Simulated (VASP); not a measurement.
# Ge (P6_3/mmc) in VASP: a series of runs

Ge is run at these levels: PBE; tasks: single point.

Everything below comes from runs of VASP 6.6.1. Logs are shortened: lines on timing, memory, paths and dates and some standing lists are left out, and cuts for length are marked.

## Step 1: The cell of the first run

It takes space group P6_3/mmc (No. 194, hexagonal). The conventional cell has a = 4.058 Å, b = 4.058 Å, c = 6.693 Å, α = 90.00°, β = 90.00°, γ = 120.00°. Ge (site symmetry 3m) has 4 Ge at 2.49 to 2.51 Å within 3.3 Å.

This isn't the form of Ge at room conditions, which is diamond.

## Step 2: Single point, PBE

Contents of INCAR:

```
SYSTEM = Ge
PREC = Accurate
ENCUT = 520
EDIFF = 1E-6
ISMEAR = 0
SIGMA = 0.1
LREAL = .FALSE.
LASPH = .TRUE.
NELM = 80
ALGO = Normal
ISIF = 2
LWAVE = .FALSE.
LCHARG = .FALSE.
GGA = PE
NBANDS = 36
```

Contents of KPOINTS:

```
Automatic mesh
0
G
  9 9 5
  0 0 0
```

Contents of POSCAR:

```
Ge
1.0
    4.0581567079      0.0000000000      0.0000000000
   -2.0290783540      3.5144668016      0.0000000000
    0.0000000000      0.0000000000      6.6925281933
Ge
4
Direct
    0.6666666667      0.3333333333      0.0627911807
    0.3333333333      0.6666666667      0.5627911807
    0.6666666667      0.3333333333      0.4372088193
    0.3333333333      0.6666666667      0.9372088193
```

Potentials or basis: VASP PAW PBE potentials, release 64 (Ge_d).

Launch:

```
$ cat potpaw_PBE.64/Ge_d/POTCAR > POTCAR
$ mpirun -np 1 vasp_std > vasp.out
```

OUTCAR:

```text
SYSTEM = Ge
   PREC = Accurate
   ENCUT = 520
   EDIFF = 1E-6
   ISMEAR = 0
   LREAL = .FALSE.
   LASPH = .TRUE.
   NELM = 80
   ISIF = 2
   GGA = PE

 ion  position               nearest neighbor table
   1  0.667  0.333  0.063-   4 2.49   4 2.49   4 2.49   3 2.51
   2  0.333  0.667  0.563-   3 2.49   3 2.49   3 2.49   4 2.51
   3  0.667  0.333  0.437-   2 2.49   2 2.49   2 2.49   1 2.51
   4  0.333  0.667  0.937-   1 2.49   1 2.49   1 2.49   2 2.51

  LATTYP: Found a hexagonal cell.
 ALAT       =     4.0581567079
 C/A-ratio  =     1.6491546963

  Lattice vectors:

 A1 = (   4.0581567079,   0.0000000000,   0.0000000000)
 A2 = (  -2.0290783540,   3.5144668016,   0.0000000000)
 A3 = (   0.0000000000,   0.0000000000,   6.6925281933)

Analysis of symmetry for initial positions (statically):
=====================================================================
 Subroutine PRICEL returns:
 Original cell was already a primitive cell.

 Routine SETGRP: Setting up the symmetry group for a
 hexagonal supercell.

 Subroutine GETGRP returns: Found 24 space group operations
 (whereof 12 operations were pure point group operations)
 out of a pool of 24 trial point group operations.

The static configuration has the point symmetry D_3d.
 The point group associated with its full space group is D_6h.

Analysis of symmetry for dynamics (positions and initial velocities):
=====================================================================
 Subroutine PRICEL returns:
 Original cell was already a primitive cell.

 Routine SETGRP: Setting up the symmetry group for a
 hexagonal supercell.

 Subroutine GETGRP returns: Found 24 space group operations
 (whereof 12 operations were pure point group operations)
 out of a pool of 24 trial point group operations.

The dynamic configuration has the point symmetry D_3d.
 The point group associated with its full space group is D_6h.

 Subroutine INISYM returns: Found 24 space group operations
 (whereof 12 operations are pure point group operations),
 and found     1 'primitive' translations

----------------------------------------------------------------------------------------

                                     Primitive cell

  volume of cell :      95.4506

  direct lattice vectors                    reciprocal lattice vectors
     4.058156708  0.000000000  0.000000000     0.246417295  0.142269092  0.000000000
    -2.029078354  3.514466802  0.000000000     0.000000000  0.284538184  0.000000000
     0.000000000  0.000000000  6.692528193     0.000000000  0.000000000  0.149420364

  length of vectors
     4.058156708  4.058156708  6.692528193     0.284538184  0.284538184  0.149420364

  position of ions in fractional coordinates (direct lattice)
     0.666666667  0.333333333  0.062791181
     0.333333333  0.666666667  0.562791181
     0.666666667  0.333333333  0.437208819
     0.333333333  0.666666667  0.937208819

  ion indices of the primitive-cell ions
   primitive index   ion index
                 1           1
                 2           2
                 3           3
                 4           4

----------------------------------------------------------------------------------------

 KPOINTS: Automatic mesh

Automatic generation of k-mesh.
 Grid dimensions read from file:
 generate k-points for:    9    9    5

 Generating k-lattice:

  Cartesian coordinates                     Fractional coordinates (reciprocal lattice)
     0.027379699  0.015807677  0.000000000     0.111111111  0.000000000  0.000000000
     0.000000000  0.031615354  0.000000000     0.000000000  0.111111111  0.000000000
     0.000000000  0.000000000  0.029884073     0.000000000  0.000000000  0.200000000

  Length of vectors
     0.031615354  0.031615354  0.029884073

  Shift w.r.t. Gamma in fractional coordinates (k-lattice)
     0.000000000  0.000000000  0.000000000

 Subroutine IBZKPT returns following result:
 ===========================================

 Found     36 irreducible k-points:

 Following reciprocal coordinates:
            Coordinates               Weight
  0.000000  0.000000  0.000000      1.000000
  0.111111  0.000000  0.000000      6.000000
  0.222222  0.000000  0.000000      6.000000
  0.333333  0.000000  0.000000      6.000000
  0.444444  0.000000  0.000000      6.000000
  0.111111  0.111111  0.000000      6.000000
[... 16 lines left out ...]
  0.333333  0.222222  0.200000     24.000000
  0.333333  0.333333  0.200000      4.000000
 [... further k-points ...]
   k-points           NKPTS =     36   k-points in BZ     NKDIM =     36   number of bands    NBANDS=     36
   number of dos      NEDOS =    301   number of ions     NIONS =      4
   total plane-waves  NPLWV =  45000
   dimension x,y,z NGX =    30 NGY =   30 NGZ =   50
   dimension x,y,z NGXF=    60 NGYF=   60 NGZF=  100
   ions per type =               4
   NGX,Y,Z   is equivalent  to a cutoff of  12.29, 12.29, 12.42 a.u.
   NGXF,Y,Z  is equivalent  to a cutoff of  24.58, 24.58, 24.84 a.u.
 SYSTEM =  Ge
   PREC   = accura    normal or accurate (medium, high low for compatibility)
   ISTART =      0    job   : 0-new  1-cont  2-samecut
   ICHARG =      2    charge: 1-file 2-atom 10-const
   ISPIN  =      1    spin polarized calculation?
   LNONCOLLINEAR =      F non collinear calculations
   LSORBIT =      F    spin-orbit coupling
   LASPH  =      T    aspherical Exc in radial PAW
   ENCUT  =  520.0 eV  38.22 Ry    6.18 a.u.   7.55  7.55 12.44*2*pi/ulx,y,z
   NELM   =     80;   NELMIN=  2; NELMDL= -5     # of ELM steps
   EDIFF  = 0.1E-05   stopping-criterion for ELM
   LREAL  =      F    real-space projection
   EDIFFG = 0.1E-04   stopping-criterion for IOM
   NSW    =      0    number of steps for IOM
   IBRION =     -1    ionic relax: 0-MD 1-quasi-New 2-CG
   NFREE  =      0    steps in history (QN), initial steepest desc. (CG)
   ISIF   =      2    stress and relaxation
   ISYM   =      2    0-nonsym 1-usesym 2-fastsym
   POTIM  = 0.5000    time-step for ionic-motion
   TEBEG  =    0.0;   TEEND  =   0.0 temperature during run
   PSTRESS=    0.0 pullay stress
   NELECT =      56.0000    total number of electrons
   NUPDOWN=      -1.0000    fix difference up-down
   EMIN   =  10.00;   EMAX   =-10.00  energy-range for DOS
   EFERMI =   0.00;   METHOD = LEGACY
   ISMEAR =     0;   SIGMA  =   0.10  broadening in eV -4-tet -1-fermi 0-gaus
   EFERMI_NEDOS =   21; number of points for ismear=-14 and -15
   IALGO  =     38    algorithm
   IMIX   =      4    mixing-type and parameters
     AMIX     =   0.40;   BMIX     =  1.00
     AMIX_MAG =   1.60;   BMIX_MAG =  1.00
  volume/ion in A,a.u.               =      23.86       161.03
  Fermi-wavevector in a.u.,A,eV,Ry     =   1.370497  2.589863 25.555298  1.878261
  Thomas-Fermi vector in A             =   2.496278
   LORBIT       =      0    0 simple, 1 ext, 2 COOP (PROOUT), +10 PAW based schemes
   GGA     = PE    functional components
   LHFCALC =     F    Hartree Fock is set to
   AEXX    =    0.0000 exact exchange contribution
   IVDW    =     0    specifies the selected vdW correction
   LEPSILON=     F    determine dielectric tensor
   LRPA    =     F    only Hartree local field effects (RPA)
 non-spin polarized calculation
 Gauss-broadening in eV      SIGMA  =   0.10
  energy-cutoff  :      520.00
  volume of cell :       95.45
 maximum number of plane-waves:      2597
 NGX is ok and might be reduce to    30
   NGX = 15   NGY = 15   NGZ = 25

 number of electron      55.9999982 magnetization

 Free energy of the ion-electron system (eV)
  ---------------------------------------------------
  ext. energy  EPLUGINS =         0.00000000
  ---------------------------------------------------
  free energy    TOTEN  =       -17.99915113 eV

  energy without entropy =      -17.99812875  energy(sigma->0) =      -17.99863994

 E-fermi :   4.4904     XC(G=0):  -9.6721

 val. band max:        4.4714702676   @ k =   0.0000   0.0000   0.2000
 cond. band min:       4.6484792840   @ k =   0.0000   0.0000   0.0000
 fundamental gap:      0.1770090164
 Fermi energy:         4.4904007219

 k-point     1 :       0.0000    0.0000    0.0000
  band No.  band energies     occupation
      1     -20.2872      2.00000
      2     -20.2872      2.00000
      3     -20.2536      2.00000
      4     -20.2536      2.00000
      5     -20.2536      2.00000
      6     -20.2411      2.00000
[... 28 lines left out ...]
     35       9.0069      0.00000
     36      10.6172      0.00000

 k-point     2 :       0.1111    0.0000    0.0000
  band No.  band energies     occupation
      1     -20.2938      2.00000
      2     -20.2894      2.00000
      3     -20.2601      2.00000
      4     -20.2574      2.00000
      5     -20.2535      2.00000
      6     -20.2331      2.00000
[... 28 lines left out ...]
     35       9.5139      0.00000
     36      10.8688      0.00000

 k-point     3 :       0.2222    0.0000    0.0000
  band No.  band energies     occupation
      1     -20.3022      2.00000
      2     -20.2931      2.00000
      3     -20.2707      2.00000
      4     -20.2644      2.00000
      5     -20.2508      2.00000
      6     -20.2235      2.00000
[... 28 lines left out ...]
     35      10.2240      0.00000
     36      10.7447      0.00000
[... 742 lines left out ...]
 k-point    23 :       0.3333    0.2222    0.2000
  band No.  band energies     occupation
      1     -20.3057      2.00000
      2     -20.2956      2.00000
      3     -20.2902      2.00000
      4     -20.2887      2.00000
      5     -20.2124      2.00000
      6     -20.1892      2.00000
[... 28 lines left out ...]
     35      11.5268      0.00000
     36      11.8699      0.00000

 k-point    24 :       0.3333    0.3333    0.2000
  band No.  band energies     occupation
      1     -20.3086      2.00000
      2     -20.2939      2.00000
      3     -20.2930      2.00000
      4     -20.2930      2.00000
      5     -20.1962      2.00000
      6     -20.1962      2.00000
[... 28 lines left out ...]
     35      11.3011      0.00000
     36      11.3011      0.00000

 [... further k-points ...]

------------------------ aborting loop because EDIFF is reached ----------------------------------------

  FORCE on cell =-STRESS in cart. coord.  units (eV):
  Direction    XX          YY          ZZ          XY          YZ          ZX
  --------------------------------------------------------------------------------------
  -------------------------------------------------------------------------------------
  Total       -0.0131122     -0.0131122     -0.0633379      0.0000000      0.0000000     -0.0000000
  in kB       -0.2200941     -0.2200941     -1.0631532      0.0000000      0.0000000     -0.0000000
  external PRESSURE =      -0.5011138 kB  Pullay stress =       0.0000000 kB

 VOLUME and BASIS-vectors are now :
 -----------------------------------------------------------------------------
  energy-cutoff  :      520.00
  volume of cell :       95.45
      direct lattice vectors                 reciprocal lattice vectors
     4.058156708  0.000000000  0.000000000     0.246417295  0.142269092  0.000000000
    -2.029078354  3.514466802  0.000000000     0.000000000  0.284538184  0.000000000
     0.000000000  0.000000000  6.692528193     0.000000000  0.000000000  0.149420364

 POSITION                                       TOTAL-FORCE (eV/Angst)
 -----------------------------------------------------------------------------------
      2.02908      1.17149      0.42023        -0.000000      0.000000      0.001036
     -0.00000      2.34298      3.76650         0.000000      0.000000      0.001036
      2.02908      1.17149      2.92603        -0.000000      0.000000     -0.001036
     -0.00000      2.34298      6.27230         0.000000     -0.000000     -0.001036
 -----------------------------------------------------------------------------------
    total drift:                               -0.000000      0.000000     -0.000000

  FREE ENERGIE OF THE ION-ELECTRON SYSTEM (eV)
  ---------------------------------------------------
  free  energy   TOTEN  =       -17.9991511280 eV

  energy  without entropy=      -17.9981287453  energy(sigma->0) =      -17.99863994
```

Wall time 67 s (1 thread of AMD EPYC 7R13 (Zen 3), shared host); peak memory 0.22 GiB.

Results:

```
Free energy : -17.9992 eV
Pressure    : -0.1 GPa
```

## Step 3: Single point, PBE

Contents of INCAR:

```
ALGO = Normal
EDIFF = 1E-6
ENCUT = 520
GGA = PE
ISIF = 2
ISMEAR = -1
LASPH = True
LCHARG = True
LELF = True
LREAL = False
LVHAR = True
LWAVE = False
NBANDS = 36
NELM = 60
PREC = Accurate
SIGMA = 0.15
```

Contents of KPOINTS:

```
k-points
0
Gamma
  12 12 6
```

Contents of POSCAR:

```
Ge
1.0
    4.0581236781      0.0000000000      0.0000000000
   -2.0290618391      3.5144381969      0.0000000000
    0.0000000000      0.0000000000      6.6962816871
Ge
4
Direct
    0.6666666667      0.3333333333      0.0629033158
    0.3333333333      0.6666666667      0.5629033158
    0.6666666667      0.3333333333      0.4370966842
    0.3333333333      0.6666666667      0.9370966842
```

Potentials or basis: VASP PAW PBE potentials, release 64 (Ge_d).

Launch:

```
$ cat potpaw_PBE.64/Ge_d/POTCAR > POTCAR
$ mpirun -np 1 vasp_std > vasp.out
```

Run time: 4.2 min. Hardware: 1 thread of Intel Xeon 8259CL, shared host; peak memory 0.32 GiB.

The run converged. Its results:

```
Free energy            : -18.0098 eV
Pressure               : -0.1 GPa
Band gap on the k mesh : zero (bands 28 and 29 overlap by 0.01 eV)
```

Levels at points of the mesh, in eV from the Fermi level:
```
           k point  band 24  band 25  band 26  band 27  band 28  band 29  band 30  band 31  band 32  band 33
(0.00, 0.00, 0.00)    -1.43    -1.43    -0.43    -0.21    -0.17     0.08     0.08     2.24     2.24     2.70
(0.50, 0.00, 0.00)    -6.66    -4.37    -2.93    -2.67    -1.40     0.56     1.50     3.55     3.67     4.21
(0.00, 0.00, 0.50)    -4.77    -0.84    -0.84    -0.84    -0.84     0.53     0.53     3.31     3.31     3.31
(0.50, 0.00, 0.50)    -7.72    -2.46    -2.46    -2.31    -2.31     0.48     0.48     2.14     2.14     5.95
```

Caveat: semilocal functionals underestimate gaps, so a narrow gap can read as zero.
